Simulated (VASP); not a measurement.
Ba:

```
CELL_PARAMETERS angstrom
-2.50000 2.50000 2.50000
2.50000 -2.50000 2.50000
2.50000 2.50000 -2.50000
ATOMIC_POSITIONS crystal
Ba 0.00000 0.00000 0.00000
```

| Property | Result |
| --- | --- |
| Program | VASP 6.6.1 |
| Task | relaxation of cell and atoms |
| Functional | LDA |
| Potentials or basis | VASP PAW LDA potentials, release 64 (Ba_sv) |
| Cutoff | 600 eV |
| k mesh | 14 × 14 × 14 |
| Occupations | fermi-dirac, width 0.05 eV |
| Spin | no spin polarisation |

At the start: pressure -1.2 GPa; volume 62.50 Å³/atom.

Q: How do energy, volume and symmetry change on relaxing?

A: Over 8 steps the energy falls by 33.8 meV/atom and the volume is 54.44 Å³/atom (-12.9 %); space group Im-3m (No. 229, to 0.1 Å) before and after.

Step by step:
| step | energy change (eV) | largest force (eV/Å) | pressure (GPa) | volume (Å³) |
| --- | --- | --- | --- | --- |
| 1 | 0.0000 | 0.0000 | -1.20 | 62.50 |
| 2 | -0.0248 | 0.0000 | -0.69 | 58.35 |
| 3 | -0.0337 | 0.0000 | -0.09 | 54.75 |
| 4 | -0.0338 | 0.0000 | 0.01 | 54.29 |
| 5 | -0.0338 | 0.0000 | -0.02 | 54.44 |
| 6 | -0.0338 | 0.0000 | -0.03 | 54.44 |
| 7 | -0.0338 | 0.0000 | -0.01 | 54.44 |
| 8 | -0.0338 | 0.0000 | 0.01 | 54.44 |

Final structure:
```xyz
1
Lattice="-2.3875 2.3875 2.3875 2.3875 -2.3875 2.3875 2.3875 2.3875 -2.3875" Properties=species:S:1:pos:R:3 pbc="T T T"
Ba    0.0000    0.0000    0.0000
```
